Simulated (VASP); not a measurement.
Here is a VASP 6.6.1 calculation.

The input INCAR:

```
SYSTEM = Ta4O
  PREC = Accurate
  ENCUT = 520
  EDIFF = 1E-6
  ISMEAR = 0
  SIGMA = 0.1
  LREAL = .FALSE.
  LASPH = .TRUE.
  NELM = 100
  ALGO = Normal
  ISIF = 2
  LWAVE = .FALSE.
  LCHARG = .FALSE.
  GGA = PE
  NBANDS = 33
```

Contents of KPOINTS:

```
Automatic mesh
0
G
  4 4 2
  0 0 0
```

Contents of POSCAR:

```
Ta4O
1.0
    3.2574970000      0.0000000000      0.0000000000
    0.0000000000      3.2574970000      0.0000000000
    0.0000000000      0.0000000000      7.4093410000
Ta O
4 1
Direct
    0.0000000000      0.0000000000      0.5000000000
    0.5000000000      0.5000000000      0.7831580000
    0.5000000000      0.5000000000      0.2168420000
    0.0000000000      0.0000000000      0.0000000000
    0.5000000000      0.5000000000      0.5000000000
```

Potentials or basis: VASP PAW PBE potentials, release 64 (Ta_pv, O).

Command:

```console
$ cat potpaw_PBE.64/Ta_pv/POTCAR potpaw_PBE.64/O/POTCAR > POTCAR
$ mpirun -np 1 vasp_std > vasp.out
```

Q: Estimate the band gap on the k mesh.

A: Zero (band 25 reaches 6.63 eV, above the bottom of band 26 at 6.12 eV).

Q: Predict the largest force.

A: 0.257 eV/Å.

Q: Estimate the pressure.

A: -0.7 GPa.

Forces in eV/Å, atoms in the order of the input:
```
Ta   0.000  0.000  0.000
Ta   0.000  0.000 -0.257
Ta   0.000  0.000  0.257
Ta   0.000  0.000  0.000
O    0.000  0.000  0.000
```

Caveat: the k points lie up to 0.48 Å⁻¹ apart; spin-orbit coupling is left out, which moves the levels of the heavy elements.
